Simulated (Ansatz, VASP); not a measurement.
# Rb: VASP beside Ansatz

INCAR

```
  PREC = Accurate
  ENCUT = 520
  EDIFF = 1E-6
  ISMEAR = 1
  SIGMA = 0.3
  LREAL = F
  LASPH = T
  NELM = 60
  ALGO = Normal
  ISIF = 2
  LWAVE = F
  LCHARG = F
  GGA = PE
  NBANDS = 10
```

Contents of KPOINTS:

```
Automatic mesh
0
Gamma
  8 8 8
```

The input POSCAR:

```
Rb
1.0
   -2.8359049291      2.8359049291      2.8359049291
    2.8359049291     -2.8359049291      2.8359049291
    2.8359049291      2.8359049291     -2.8359049291
Rb
1
Direct
    0.0000000000      0.0000000000      0.0000000000
```

Input for Ansatz:

```yaml
crystal:
  lattice:
    - [-2.8359049291, 2.8359049291, 2.8359049291]
    - [2.8359049291, -2.8359049291, 2.8359049291]
    - [2.8359049291, 2.8359049291, -2.8359049291]
  atoms:
    - { symbol: Rb, position: [0.0, 0.0, 0.0] }
hamiltonian:
  xc: pbe
  pseudopotentials:
    kind: paw
    azcp:
      Rb: "pseudopotentials/Rb.paw.azcp"
basis:
  ecutwfc: 420
  fft_grid_basis: typed
kpoints:
  mp_grid: { grid: [8, 8, 8], shift: [0, 0, 0] }
magnetization:
  spin_polarized: false
scf:
  occupations: { method: methfessel_paxton, width: 0.3 }
  lower_state_search: "off"
output:
  stress: true
  write_density: true
  write_potential: true
  elf: true
  volumetric_format: npy
```

Alike in both runs: task single point; functional PBE; k mesh 8 × 8 × 8; occupations methfessel-paxton of order 1, width 0.3 eV; no spin polarisation.

```csv
,VASP,Ansatz
version,VASP 6.6.1,Ansatz 0.2.0
potentials or method,"VASP PAW PBE potentials, release 64 (Rb_sv), cutoff 520 eV","plane waves (420 eV) with PAW, scalar-relativistic"
valence electrons in the cell,9,9
```

```csv
,VASP,Ansatz,Ansatz less VASP
pressure (GPa),0.0,0.0,0.00
```
